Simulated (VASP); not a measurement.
Runs of VASP 6.6.1 on HfC. The structure is that of space group Fm-3m (No. 225), or close to it. The cells are those of the table. 

| cell | gap on the mesh (eV) | pressure (GPa) |
| --- | --- | --- |
| a = 3.331 Å, angles 60.0°, 2 atoms | none | -15.1 |
| a = 3.373 Å, angles 60.0°, 2 atoms | none | -21.8 |
| a = 3.151 Å, angles 60.0°, 2 atoms | none | (b) |
| a = 3.244 Å, angles 60.0°, 2 atoms | none | 3.1 |
| a = 3.415 Å, angles 60.0°, 2 atoms | none | (a) |
| a = 3.198 Å, angles 60.0°, 2 atoms | none | 15.5 |

Alike in all rows: task single point; level PBEsol; potentials or basis VASP PAW PBE potentials, release 64 (Hf_pv, C); no spin polarisation; k mesh 11 × 11 × 11; cutoff (eV) 520; smearing fermi-dirac 0.05 eV.

Q: Fill in the values left out.

A: (a) -27.2; (b) 30.7.

Caveats: the PAW data sets were made with another functional, which shifts forces and pressure a little; spin-orbit coupling is left out, which moves the levels of the heavy elements.

A k mesh can miss the band edges, and the runs leave out spin-orbit coupling on Hf.

A gap of «none» marks levels without a gap at the run's occupations.
